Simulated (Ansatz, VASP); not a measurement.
## One calculation of PbSe, two programs

The input INCAR:

```
SYSTEM = PbSe
PREC     = Accurate       ! precision mode
ENCUT    = 520            ! plane-wave cutoff, eV
EDIFF    = 1E-6           ! SCF threshold, eV
ISMEAR   = -1             ! smearing method
SIGMA    = 0.01           ! smearing width, eV
LREAL    = .FALSE.        ! projectors in reciprocal space
LASPH    = .TRUE.         ! aspherical terms in the spheres
NELM     = 60             ! most SCF steps
ALGO     = Normal         ! electronic algorithm
ISIF     = 2              ! what is computed and relaxed
LWAVE    = .FALSE.        ! write WAVECAR
LCHARG   = .FALSE.        ! write CHGCAR
GGA      = PE             ! functional
NBANDS   = 17             ! bands
```

The input KPOINTS:

```
regular mesh
0
G
  9 9 9
  0 0 0
```

File POSCAR:

```
PbSe
1.0
    0.0000000000      2.9996396028      2.9996396028
    2.9996396028      0.0000000000      2.9996396028
    2.9996396028      2.9996396028      0.0000000000
Pb Se
1 1
Direct
    0.0000000000      0.0000000000      0.0000000000
    0.5000000000      0.5000000000      0.5000000000
```

Input for Ansatz:

```yaml
crystal:
  lattice:
    - [0.0, 2.9996396028, 2.9996396028]
    - [2.9996396028, 0.0, 2.9996396028]
    - [2.9996396028, 2.9996396028, 0.0]
  atoms:
    - { symbol: Pb, position: [0.0, 0.0, 0.0] }
    - { symbol: Se, position: [0.5, 0.5, 0.5] }
kpoints:
  mp_grid: { grid: [9, 9, 9] }
  band_path:
    path:
      - [0.0, 0.0, 0.0]
      - [0.5, 0.0, 0.5]
      - [0.625, 0.25, 0.625]
      - [0.375, 0.375, 0.75]
      - [0.0, 0.0, 0.0]
      - [0.5, 0.5, 0.5]
      - [0.5, 0.25, 0.75]
      - [0.5, 0.0, 0.5]
    npoints: 5
scf:
  occupations: { method: fermi_dirac, width: 0.01 }
hamiltonian:
  xc: pbe
  pseudopotentials: { kind: all_electron, lapw: { basis_error: 0.00025 } }
output:
  forces: true
  stress: true
  eigenvalues: true
```

Change from the starting cell: volume scaled by 0.94.

Alike in both runs: task single point; functional PBE; k mesh 9 × 9 × 9; occupations fermi-dirac, width 0.01 eV; no spin polarisation.

|  | VASP | Ansatz |
| --- | --- | --- |
| version | VASP 6.6.1 | Ansatz 0.2.0 |
| potentials or method | VASP PAW PBE potentials, release 64 (Pb_d, Se), cutoff 520 eV | all-electron LAPW, scalar-relativistic |

```tsv
	VASP	Ansatz	Ansatz less VASP
pressure (GPa)	6.3	6.3	+0.02
```

Ansatz ran all-electron here, and VASP with PAW potentials.

Spin-orbit coupling is off throughout.
